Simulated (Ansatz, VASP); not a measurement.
# Two plane-wave programs on AlN

```
CELL_PARAMETERS angstrom
3.35776 0.00000 0.00000
-1.67888 2.90790 0.00000
0.00000 0.00000 4.20320
ATOMIC_POSITIONS crystal
Al 0.33333 0.66667 0.77188
Al 0.66667 0.33333 0.27188
N 0.33333 0.66667 0.20786
N 0.66667 0.33333 0.70786
```

Change from the starting cell: mode 4 frozen in at -0.173 Å, equal normal strain along x, y and z +0.0250.

Alike in both runs: task single point; functional LDA; k mesh 9 × 9 × 6; occupations gaussian, width 0.05 eV; no spin polarisation.

|  | VASP | Ansatz |
| --- | --- | --- |
| version | VASP 6.6.1 | Ansatz 0.2.0 |
| potentials or method | VASP PAW LDA potentials, release 64 (Al, N), cutoff 520 eV | scalar-relativistic, plane waves, PAW |
| valence electrons in the cell | 16 | 16 |

|  | VASP | Ansatz | Ansatz less VASP |
| --- | --- | --- | --- |
| gap on the k mesh at the Fermi level (eV) | 3.37 | 3.37 | -0.004 |
| least direct gap on the mesh (eV) | 3.37 | 3.37 | -0.004 |
| pressure (GPa) | -7.4 | -7.9 | -0.54 |
| traceless stress, the component that is largest in VASP (GPa) | 21.33 | 21.04 | -0.287 |
| rms of the force components (eV/Å) | 0.730 | 0.703 | -0.0265 |

Ansatz warns that its potentials were made for another functional, while VASP's fit it. LDA's correlation is that of Perdew and Zunger in VASP and of Perdew and Wang (1992) in Ansatz. Atom by atom the forces differ by 0.027 eV/Å (rms over components).
